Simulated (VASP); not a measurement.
# Be3CdS2 (C2/m) in VASP: relaxation of cell and atoms with PBE

Aim: the relaxation of cell and atoms of Be3CdS2 with PBE.

Everything below comes from runs of VASP 6.6.1. Logs are shortened: lines on timing, memory, paths and dates and some standing lists are left out, and cuts for length are marked.

**1. The cell of the first run**

The structure is monoclinic, space group C2/m (No. 12). Conventional cell: a = 6.845 Å, b = 9.363 Å, c = 3.281 Å, α = 90.00°, β = 115.02°, γ = 90.00°. Within 2.6 Å of Be (site symmetry -1) lie 2 S at 1.98 Å. Be (site symmetry 2/m) has 4 S at 2.24 Å and 6 Be at 2.90 to 3.28 Å and 2 Cd at 3.11 Å within 3.3 Å. Cd (site symmetry 2/m) has 10 Be at 2.95 to 3.67 Å and 10 S at 3.16 to 3.91 Å and 2 Cd at 3.28 Å within 4.0 Å. S (site symmetry 2) has 4 Be at 1.98 to 2.24 Å within 2.6 Å.

The cell was generated, and may not be a known phase.

**2. Relaxation of cell and atoms, PBE**

File INCAR:

```
SYSTEM = Be3CdS2
ALGO = Normal
EDIFF = 1E-7
EDIFFG = -0.01
ENCUT = 600
GGA = PE
GGA_COMPAT = .FALSE.
IBRION = 2
ISIF = 3
ISMEAR = 0
LASPH = .TRUE.
LCHARG = .FALSE.
LREAL = .FALSE.
LWAVE = .FALSE.
NELM = 120
NELMIN = 4
NSW = 100
PREC = Accurate
SIGMA = 0.1
```

File KPOINTS:

```
k-points
0
G
  8 8 12
  0 0 0
```

File POSCAR:

```
Be3CdS2
1.0
    3.3573897478     -4.6812884134     -0.6646778791
    3.3573897478      4.6812884134     -0.6646778791
   -0.7837983893      0.0000000000      3.1857151469
Be Cd S
3 1 2
Direct
    0.0000000000      0.5000000000      0.5000000000
    0.5000000000      0.0000000000      0.5000000000
    0.5000000000      0.5000000000      0.5000000000
    0.0000000000      0.0000000000      0.0000000000
    0.6622633160      0.3377366840      0.0000000000
    0.3377366840      0.6622633160      0.0000000000
```

Potentials or basis: VASP PAW PBE potentials, release 64 (Be, Cd, S).

Launch:

```console
$ cat potpaw_PBE.64/Be/POTCAR potpaw_PBE.64/Cd/POTCAR potpaw_PBE.64/S/POTCAR > POTCAR
$ mpirun -np 1 vasp_std > vasp.out
```

OUTCAR:

```text
SYSTEM = Be3CdS2
   EDIFF = 1E-7
   EDIFFG = -0.01
   ENCUT = 600
   GGA = PE
   IBRION = 2
   ISIF = 3
   ISMEAR = 0
   LASPH = .TRUE.
   LREAL = .FALSE.
   NELM = 120
   NELMIN = 4
   NSW = 100
   PREC = Accurate

 ion  position               nearest neighbor table
   1  0.000  0.500  0.500-   6 1.98   5 1.98   4 2.95   4 2.95
   2  0.500  0.000  0.500-   5 1.98   6 1.98   4 2.95   4 2.95
   3  0.500  0.500  0.500-   5 2.24   6 2.24   5 2.24   6 2.24
   4  0.000  0.000  0.000-   1 2.95   2 2.95   1 2.95   2 2.95   5 3.16   6 3.16
   5  0.662  0.338  0.000-   1 1.98   2 1.98   3 2.24   3 2.24   4 3.16
   6  0.338  0.662  0.000-   2 1.98   1 1.98   3 2.24   3 2.24   4 3.16

  LATTYP: Found a base centered monoclinic cell.
 ALAT       =     6.8451041195
 B/A-ratio  =     1.3677771241
 C/A-ratio  =     0.4792797180
 COS(beta)  =    -0.4229433297

  Lattice vectors:

 A1 = (   3.3573897478,  -4.6812884134,  -0.6646778791)
 A2 = (   3.3573897478,   4.6812884134,  -0.6646778791)
 A3 = (  -0.7837983893,   0.0000000000,   3.1857151469)

Analysis of symmetry for initial positions (statically):
=====================================================================
 Subroutine PRICEL returns:
 Original cell was already a primitive cell.

 Routine SETGRP: Setting up the symmetry group for a
 base centered monoclinic supercell.

 Subroutine GETGRP returns: Found  4 space group operations
 (whereof  4 operations were pure point group operations)
 out of a pool of  4 trial point group operations.

The static configuration has the point symmetry C_2h.

Analysis of symmetry for dynamics (positions and initial velocities):
=====================================================================
 Subroutine PRICEL returns:
 Original cell was already a primitive cell.

 Routine SETGRP: Setting up the symmetry group for a
 base centered monoclinic supercell.

 Subroutine GETGRP returns: Found  4 space group operations
 (whereof  4 operations were pure point group operations)
 out of a pool of  4 trial point group operations.

The dynamic configuration has the point symmetry C_2h.

 Subroutine INISYM returns: Found  4 space group operations
 (whereof  4 operations are pure point group operations),
 and found     1 'primitive' translations

----------------------------------------------------------------------------------------

                                     Primitive cell

  volume of cell :      95.2615

  direct lattice vectors                    reciprocal lattice vectors
     3.357389748 -4.681288413 -0.664677879     0.156550600 -0.106808202  0.038516974
     3.357389748  4.681288413 -0.664677879     0.156550600  0.106808202  0.038516974
    -0.783798389  0.000000000  3.185715147     0.065326444  0.000000000  0.329973872

  length of vectors
     5.798993345  5.798993345  3.280719572     0.193389865  0.193389865  0.336378210

  position of ions in fractional coordinates (direct lattice)
     0.000000000  0.500000000  0.500000000
     0.500000000  0.000000000  0.500000000
     0.500000000  0.500000000  0.500000000
     0.000000000  0.000000000  0.000000000
     0.662263316  0.337736684  0.000000000
     0.337736684  0.662263316  0.000000000

  ion indices of the primitive-cell ions
   primitive index   ion index
                 1           1
                 2           2
                 3           3
                 4           4
                 5           5
                 6           6

----------------------------------------------------------------------------------------

 KPOINTS: k-points

Automatic generation of k-mesh.
 Grid dimensions read from file:
 generate k-points for:    8    8   12

 Generating k-lattice:

  Cartesian coordinates                     Fractional coordinates (reciprocal lattice)
     0.019568825 -0.013351025  0.004814622     0.125000000  0.000000000  0.000000000
     0.019568825  0.013351025  0.004814622     0.000000000  0.125000000  0.000000000
     0.005443870  0.000000000  0.027497823    -0.000000000 -0.000000000  0.083333333

  Length of vectors
     0.024173733  0.024173733  0.028031518

  Shift w.r.t. Gamma in fractional coordinates (k-lattice)
     0.000000000  0.000000000  0.000000000

 Subroutine IBZKPT returns following result:
 ===========================================

 Found    222 irreducible k-points:

 Following reciprocal coordinates:
            Coordinates               Weight
  0.000000  0.000000  0.000000      1.000000
  0.125000  0.000000  0.000000      4.000000
  0.250000  0.000000  0.000000      4.000000
  0.375000 -0.000000  0.000000      4.000000
  0.500000  0.000000  0.000000      2.000000
  0.125000  0.125000  0.000000      2.000000
[... 16 lines left out ...]
  0.125000 -0.000000  0.083333      4.000000
  0.250000  0.000000  0.083333      4.000000
 [... further k-points ...]
   k-points           NKPTS =    222   k-points in BZ     NKDIM =    222   number of bands    NBANDS=     19
   number of dos      NEDOS =    301   number of ions     NIONS =      6
   total plane-waves  NPLWV =  64512
   dimension x,y,z NGX =    48 NGY =   48 NGZ =   28
   dimension x,y,z NGXF=    96 NGYF=   96 NGZF=   56
   ions per type =               3   1   2
   NGX,Y,Z   is equivalent  to a cutoff of  13.76, 13.76, 14.19 a.u.
   NGXF,Y,Z  is equivalent  to a cutoff of  27.52, 27.52, 28.38 a.u.
 SYSTEM =  Be3CdS2
   PREC   = accura    normal or accurate (medium, high low for compatibility)
   ISTART =      0    job   : 0-new  1-cont  2-samecut
   ICHARG =      2    charge: 1-file 2-atom 10-const
   ISPIN  =      1    spin polarized calculation?
   LNONCOLLINEAR =      F non collinear calculations
   LSORBIT =      F    spin-orbit coupling
   LASPH  =      T    aspherical Exc in radial PAW
   ENCUT  =  600.0 eV  44.10 Ry    6.64 a.u.  11.58 11.58  6.55*2*pi/ulx,y,z
   NELM   =    120;   NELMIN=  4; NELMDL= -5     # of ELM steps
   EDIFF  = 0.1E-06   stopping-criterion for ELM
   LREAL  =      F    real-space projection
   EDIFFG = -.1E-01   stopping-criterion for IOM
   NSW    =    100    number of steps for IOM
   IBRION =      2    ionic relax: 0-MD 1-quasi-New 2-CG
   NFREE  =      1    steps in history (QN), initial steepest desc. (CG)
   ISIF   =      3    stress and relaxation
   ISYM   =      2    0-nonsym 1-usesym 2-fastsym
   POTIM  = 0.5000    time-step for ionic-motion
   TEBEG  =    0.0;   TEEND  =   0.0 temperature during run
   PSTRESS=    0.0 pullay stress
   NELECT =      30.0000    total number of electrons
   NUPDOWN=      -1.0000    fix difference up-down
   EMIN   =  10.00;   EMAX   =-10.00  energy-range for DOS
   EFERMI =   0.00;   METHOD = LEGACY
   ISMEAR =     0;   SIGMA  =   0.10  broadening in eV -4-tet -1-fermi 0-gaus
   EFERMI_NEDOS =   21; number of points for ismear=-14 and -15
   IALGO  =     38    algorithm
   IMIX   =      4    mixing-type and parameters
     AMIX     =   0.40;   BMIX     =  1.00
     AMIX_MAG =   1.60;   BMIX_MAG =  1.00
  volume/ion in A,a.u.               =      15.88       107.14
  Fermi-wavevector in a.u.,A,eV,Ry     =   1.113806  2.104787 16.878882  1.240563
  Thomas-Fermi vector in A             =   2.250394
   LORBIT       =      0    0 simple, 1 ext, 2 COOP (PROOUT), +10 PAW based schemes
   GGA     = PE    functional components
   LHFCALC =     F    Hartree Fock is set to
   AEXX    =    0.0000 exact exchange contribution
   IVDW    =     0    specifies the selected vdW correction
   LEPSILON=     F    determine dielectric tensor
   LRPA    =     F    only Hartree local field effects (RPA)
 conjugate gradient relaxation of ions
 non-spin polarized calculation
 Gauss-broadening in eV      SIGMA  =   0.10
  energy-cutoff  :      600.00
  volume of cell :       95.26
 maximum number of plane-waves:      3207
 NGX is ok and might be reduce to    48
   NGX = 23   NGY = 23   NGZ = 13

--------------------------------------- Ionic step        1  -------------------------------------------

 number of electron      29.9999996 magnetization

 Free energy of the ion-electron system (eV)
  ---------------------------------------------------
  ext. energy  EPLUGINS =         0.00000000
  ---------------------------------------------------
  free energy    TOTEN  =       -19.65894664 eV

  energy without entropy =      -19.65217340  energy(sigma->0) =      -19.65556002

------------------------ aborting loop because EDIFF is reached ----------------------------------------

  FORCE on cell =-STRESS in cart. coord.  units (eV):
  Direction    XX          YY          ZZ          XY          YZ          ZX
  --------------------------------------------------------------------------------------
  -------------------------------------------------------------------------------------
  Total       -0.0035584      0.0156599     -0.0000623      0.0000000      0.0000000     -0.0208709
  in kB       -0.0598476      0.2633801     -0.0010484      0.0000000      0.0000000     -0.3510220
  external PRESSURE =       0.0674947 kB  Pullay stress =       0.0000000 kB

 VOLUME and BASIS-vectors are now :
 -----------------------------------------------------------------------------
  energy-cutoff  :      600.00
  volume of cell :       95.26
      direct lattice vectors                 reciprocal lattice vectors
     3.357389748 -4.681288413 -0.664677879     0.156550600 -0.106808202  0.038516974
     3.357389748  4.681288413 -0.664677879     0.156550600  0.106808202  0.038516974
    -0.783798389  0.000000000  3.185715147     0.065326444  0.000000000  0.329973872

 POSITION                                       TOTAL-FORCE (eV/Angst)
 -----------------------------------------------------------------------------------
      1.28680      2.34064      1.26052         0.000000      0.000000     -0.000000
      1.28680     -2.34064      1.26052         0.000000      0.000000     -0.000000
      2.96549      0.00000      0.92818         0.000000      0.000000     -0.000000
      0.00000      0.00000      0.00000         0.000000      0.000000     -0.000000
      3.35739     -1.51920     -0.66468        -0.000000     -0.010629     -0.000000
      3.35739      1.51920     -0.66468         0.000000      0.010629      0.000000
 -----------------------------------------------------------------------------------
    total drift:                                0.000000     -0.000000     -0.000000

  FREE ENERGIE OF THE ION-ELECTRON SYSTEM (eV)
  ---------------------------------------------------
  free  energy   TOTEN  =       -19.6589466427 eV

  energy  without entropy=      -19.6521733989  energy(sigma->0) =      -19.65556002

--------------------------------------- Ionic step        2  -------------------------------------------

 number of electron      29.9999996 magnetization

 Free energy of the ion-electron system (eV)
  ---------------------------------------------------
  ext. energy  EPLUGINS =         0.00000000
  ---------------------------------------------------
  free energy    TOTEN  =       -19.65895885 eV

  energy without entropy =      -19.65218638  energy(sigma->0) =      -19.65557261

 E-fermi :   5.2115     XC(G=0):  -9.8477

 val. band max:        5.1961351769   @ k =  -0.1250   0.2500   0.4167
 cond. band min:       5.2151436095   @ k =  -0.1250   0.1250   0.0000
 fundamental gap:      0.0190084326
 Fermi energy:         5.2114978648

 k-point     1 :       0.0000    0.0000    0.0000
  band No.  band energies     occupation
      1     -10.7786      2.00000
      2      -9.7668      2.00000
      3      -3.7703      2.00000
      4      -3.7042      2.00000
      5      -3.6168      2.00000
      6      -3.2826      2.00000
[... 11 lines left out ...]
     18       7.8478      0.00000
     19       9.2005      0.00000
[... 489 lines left out ...]
      3      -3.7000      2.00000
      4      -3.5792      2.00000
      5      -3.5267      2.00000
      6      -3.3087      2.00000
[... 11 lines left out ...]
     18       7.7776      0.00000
     19       8.1515      0.00000

 [... further k-points ...]

------------------------ aborting loop because EDIFF is reached ----------------------------------------

  FORCE on cell =-STRESS in cart. coord.  units (eV):
  Direction    XX          YY          ZZ          XY          YZ          ZX
  --------------------------------------------------------------------------------------
  -------------------------------------------------------------------------------------
  Total        0.0065160      0.0047312      0.0092490      0.0000000      0.0000000     -0.0046268
  in kB        0.1095804      0.0795652      0.1555415      0.0000000      0.0000000     -0.0778102
  external PRESSURE =       0.1148957 kB  Pullay stress =       0.0000000 kB

 VOLUME and BASIS-vectors are now :
 -----------------------------------------------------------------------------
  energy-cutoff  :      600.00
  volume of cell :       95.27
      direct lattice vectors                 reciprocal lattice vectors
     3.357405187 -4.681877848 -0.665240954     0.156561548 -0.106794755  0.038543256
     3.357405187  4.681877848 -0.665240954     0.156561548  0.106794755  0.038543256
    -0.784310358  0.000000000  3.185845081     0.065383690  0.000000000  0.329985005

 POSITION                                       TOTAL-FORCE (eV/Angst)
 -----------------------------------------------------------------------------------
      4.64395     -2.34094      0.59506         0.000000      0.000000      0.000000
      4.64395      2.34094      0.59506         0.000000      0.000000      0.000000
      2.96525      0.00000      0.92768         0.000000      0.000000      0.000000
      5.93050      0.00000      1.85536         0.000000      0.000000      0.000000
      2.57309     -1.51991      2.52060        -0.000000     -0.001504      0.000000
      3.35741      1.51991     -0.66524        -0.000000      0.001504     -0.000000
 -----------------------------------------------------------------------------------
    total drift:                               -0.000000     -0.000000      0.000000

  FREE ENERGIE OF THE ION-ELECTRON SYSTEM (eV)
  ---------------------------------------------------
  free  energy   TOTEN  =       -19.6589588539 eV

  energy  without entropy=      -19.6521863756  energy(sigma->0) =      -19.65557261

 reached required accuracy - stopping structural energy minimisation
```

Wall time 12 min (1 thread of Oxide Virtual Turin-like, shared host); peak memory 0.6 GiB.

Results:

```
Free energy               : -19.6590 eV
Energy gained by relaxing : 0.0 meV/atom
Ionic steps               : 2
Pressure after relaxing   : 0.0 GPa
Band gap on the k mesh    : zero (bands 15 and 16 overlap by 1.63 eV)
```

Final structure:
```xyz
6
Lattice="3.3574 -4.6819 -0.6652 3.3574 4.6819 -0.6652 -0.7843 0.0000 3.1858" Properties=species:S:1:pos:R:3 pbc="T T T"
Be    4.6440   -2.3409    0.5951
Be    4.6440    2.3409    0.5951
Be    2.9652    0.0000    0.9277
Cd    5.9305    0.0000    1.8554
S     2.5731   -1.5199    2.5206
S     3.3574    1.5199   -0.6652
```
